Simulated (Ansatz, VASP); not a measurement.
## SiC in VASP and in Ansatz

INCAR

```
SYSTEM = SiC
PREC = Accurate
ENCUT = 600
EDIFF = 1E-6
ISMEAR = 0
SIGMA = 0.05
LREAL = .FALSE.
LASPH = .TRUE.
NELM = 120
ALGO = Normal
ISIF = 2
LWAVE = .FALSE.
LCHARG = .TRUE.
GGA = PE
LELF = .TRUE.
LVHAR = .TRUE.
NBANDS = 16
GGA_COMPAT = .FALSE.
```

KPOINTS

```
Automatic mesh
0
G
  6 6 4
  0 0 0
```

File POSCAR:

```
SiC
1.0
    3.1373352533      0.0000000000      0.0000000000
   -1.5686676266      2.7170120295      0.0000000000
    0.0000000000      0.0000000000      4.9327190645
Si C
2 2
Direct
    0.3333333333      0.6666666667      0.2500000000
    0.6666666667      0.3333333333      0.7500000000
    0.6666666667      0.3333333333      0.2500000000
    0.3333333333      0.6666666667      0.7500000000
```

Input for Ansatz:

```yaml
crystal:
  lattice:
    - [3.1373352533, 0.0, 0.0]
    - [-1.5686676266, 2.7170120295, 0.0]
    - [0.0, 0.0, 4.9327190645]
  atoms:
    - { symbol: Si, position: [0.3333333333, 0.6666666667, 0.25] }
    - { symbol: Si, position: [0.6666666667, 0.3333333333, 0.75] }
    - { symbol: C, position: [0.6666666667, 0.3333333333, 0.25] }
    - { symbol: C, position: [0.3333333333, 0.6666666667, 0.75] }
kpoints:
  mp_grid: { grid: [6, 6, 4] }
hamiltonian:
  xc: pbe
scf:
  occupations: { method: gaussian, width: 0.05 }
  n_extra_bands: 5
output:
  forces: true
  stress: true
  eigenvalues: true
```

Alike in both runs: task single point; functional PBE; k mesh 6 × 6 × 4; occupations gaussian, width 0.05 eV; no spin polarisation.

```csv
,VASP,Ansatz
version,VASP 6.6.1,Ansatz 0.2.0
potentials or method,"VASP PAW PBE potentials, release 64 (Si, C)",plane waves
plane-wave cutoff (eV),600,420
valence electrons in the cell,16,16
```

|  | VASP | Ansatz | Ansatz less VASP |
| --- | --- | --- | --- |
| pressure (GPa) | 3.6 | 3.9 | +0.24 |
| traceless stress, the component that is largest in VASP (GPa) | -3.26 | -3.42 | -0.160 |

The functional is the same, so the differences come from potentials, cutoffs and numerics.

The k mesh is coarse, so the values compare programs but aren't converged.
